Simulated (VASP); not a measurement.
Input of a VASP 6.6.1 run:

Contents of INCAR:

```
SYSTEM = ZnSe
ALGO = Normal
EDIFF = 1E-6
ENCUT = 520
GGA = CA
ISIF = 2
ISMEAR = 0
LASPH = .True.
LCHARG = .True.
LELF = .True.
LREAL = .False.
LVHAR = .True.
LWAVE = .False.
NBANDS = 26
NELM = 100
PREC = Accurate
SIGMA = 0.05
```

Contents of KPOINTS:

```
k-points
0
Gamma
  8 8 6
  0 0 0
```

The input POSCAR:

```
ZnSe
1.0
    3.8547617266      0.0000000000      0.0000000000
    0.0000000000      3.8547617266      0.0000000000
    0.0000000000      0.0000000000      5.0874920055
Zn Se
2 2
Direct
    0.0000000000      0.0000000000      0.0000000000
    0.5000000000      0.5000000000      0.0000000000
    0.0000000000      0.5000000000      0.3361676647
    0.5000000000      0.0000000000      0.6638323353
```

Potentials or basis: VASP PAW LDA potentials, release 64 (Zn, Se).

Launch:

```console
$ cat potpaw_LDA.64/Zn/POTCAR potpaw_LDA.64/Se/POTCAR > POTCAR
$ mpirun -np 1 vasp_std > vasp.out
```

Estimate the largest force.

2.135 eV/Å.

Predict the band gap on the k mesh.

0.49 eV.

What does it give for the pressure?

-1.7 GPa.

Forces in eV/Å, atoms in the order of the input:
```
Zn   0.000  0.000  0.000
Zn   0.000  0.000  0.000
Se   0.000  0.000 -2.135
Se   0.000  0.000  2.135
```

Caveat: the cell differs from its parent crystal (atoms shifted along a free coordinate); the stress differs along the axes, from -8 to 1 GPa; semilocal functionals underestimate gaps, and a narrow one can read as zero; forces of over 1 eV/Å act on the atoms, so gaps and moduli don't describe the material at rest. A k mesh can miss the band edges.
